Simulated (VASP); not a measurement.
Write the native input for VASP 6.6.1 that does the following.

| Quantity | Value |
| --- | --- |
| Task | single point |
| Functional | r2SCAN |
| Potentials or basis | VASP PAW PBE potentials, release 64 (Ta_pv, Br) |
| Cutoff | 520 eV |
| k mesh | 4 × 4 × 4 |
| Occupations | gaussian, width 0.1 eV |
| Spin | no spin polarisation |
| Dipole correction | no |
| Further INCAR settings | ALGO = Normal; EDIFF = 1e-06; NBANDS = 28 |

Crystal: Ta3Br.

```
Ta Br
1.0
     4.27050    0.00000    0.00000
     0.00000    4.27050    0.00000
     0.00000    0.00000    4.27050
Ta Br
3 1
Direct
  0.00000 0.50000 0.50000
  0.50000 0.00000 0.50000
  0.50000 0.50000 0.00000
  0.00000 0.00000 0.00000
```

The input as run:

POSCAR

```
Ta3Br
1.0
    4.2704980000      0.0000000000      0.0000000000
    0.0000000000      4.2704980000      0.0000000000
    0.0000000000      0.0000000000      4.2704980000
Ta Br
3 1
Direct
    0.0000000000      0.5000000000      0.5000000000
    0.5000000000      0.0000000000      0.5000000000
    0.5000000000      0.5000000000      0.0000000000
    0.0000000000      0.0000000000      0.0000000000
```

INCAR.step1

```
PREC = Accurate ; ENCUT = 520
ISMEAR = 0 ; SIGMA = 0.1
LREAL = False ; LASPH = True
NELM = 100 ; NBANDS = 28
GGA = PE ; ALGO = Normal
EDIFF = 1E-4 ; LWAVE = True
LCHARG = False
```

INCAR.step2

```
PREC = Accurate ; ENCUT = 520
EDIFF = 1E-6 ; ISMEAR = 0
SIGMA = 0.1 ; LREAL = False
LASPH = True ; NELM = 100
ALGO = Normal ; ISIF = 2
LWAVE = False ; LCHARG = True
METAGGA = R2SCAN ; LMIXTAU = True
LELF = True ; LVHAR = True
NBANDS = 28 ; ISTART = 1
```

KPOINTS

```
regular mesh
0
Gamma
  4 4 4
```

Potentials or basis: VASP PAW PBE potentials, release 64 (Ta_pv, Br).

Launch:

```sh
$ cat potpaw_PBE.64/Ta_pv/POTCAR potpaw_PBE.64/Br/POTCAR > POTCAR
$ cp INCAR.step1 INCAR
$ mpirun -np 1 vasp_std > vasp.out
$ cp INCAR.step2 INCAR
$ mpirun -np 1 vasp_std > vasp.out
```

It gave:

```
Pressure               : -6.3 GPa
Band gap on the k mesh : zero (band 20 reaches 6.61 eV, above the bottom of band 21 at 6.15 eV)
```

Caveat: the k points lie up to 0.37 Å⁻¹ apart; the PAW data sets were made with another functional, which shifts forces and pressure a little; spin-orbit coupling is left out, which moves the levels of the heavy elements.

Run time: 38 s on 1 thread of Intel(R) Xeon(R) 6975P-C (Granite Rapids) (shared host), peak memory 0.19 GiB.
